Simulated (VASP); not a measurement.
A run of VASP 6.6.1 is set up as follows.

The input INCAR:

```
ALGO = Normal ; EDIFF = 1E-6
EDIFFG = -0.01 ; ENCUT = 600
GGA = PE ; IBRION = 2
ISIF = 3 ; ISMEAR = 0
LASPH = True ; LCHARG = False
LREAL = False ; LWAVE = False
NELM = 80 ; NSW = 100
PREC = Accurate ; SIGMA = 0.1
```

Contents of KPOINTS:

```
k-points
0
Gamma
  6 6 12
```

The input POSCAR:

```
SnSb2C3
1.0
    5.9733881807      0.0000000000      0.0000000000
   -2.9866940903      5.1731059111      0.0000000000
    0.0000000000      0.0000000000      3.2027635785
Sn Sb C
1 2 3
Direct
    0.0000000000      0.0000000000      0.0000000000
    0.3333333333      0.6666666667      0.0000000000
    0.6666666667      0.3333333333      0.0000000000
    0.5000000000      0.0000000000      0.5000000000
    0.5000000000      0.5000000000      0.5000000000
    0.0000000000      0.5000000000      0.5000000000
```

Potentials or basis: VASP PAW PBE potentials, release 64 (Sn_d, Sb, C).

The run is started by

```console
$ cat potpaw_PBE.64/Sn_d/POTCAR potpaw_PBE.64/Sb/POTCAR potpaw_PBE.64/C/POTCAR > POTCAR
$ mpirun -np 1 vasp_std > vasp.out
```

What does it give for the space group after relaxing (to 0.1 Å)?

P6/mmm (No. 191).

What does it give for the relaxed volume?

16.44 Å³/atom.

What does it give for the relaxed cell?

a = 6.024 Å, b = 6.024 Å, c = 3.138 Å, α = 90.00°, β = 90.00°, γ = 120.00°.

Estimate the band gap on the k mesh.

zero (bands 18 and 19 overlap by 1.69 eV).

Step by step:
```csv
step,energy change (eV),largest force (eV/Å),pressure (GPa),volume (Å³)
1,0.0000,0.0000,-0.57,98.97
2,-0.0435,0.0000,0.52,98.10
3,-0.0459,0.0000,0.30,98.24
4,-0.0459,0.0000,0.26,98.26
5,-0.0461,0.0000,-0.08,98.63
```

Caveat: spin-orbit coupling is left out, which moves the levels of the heavy elements.
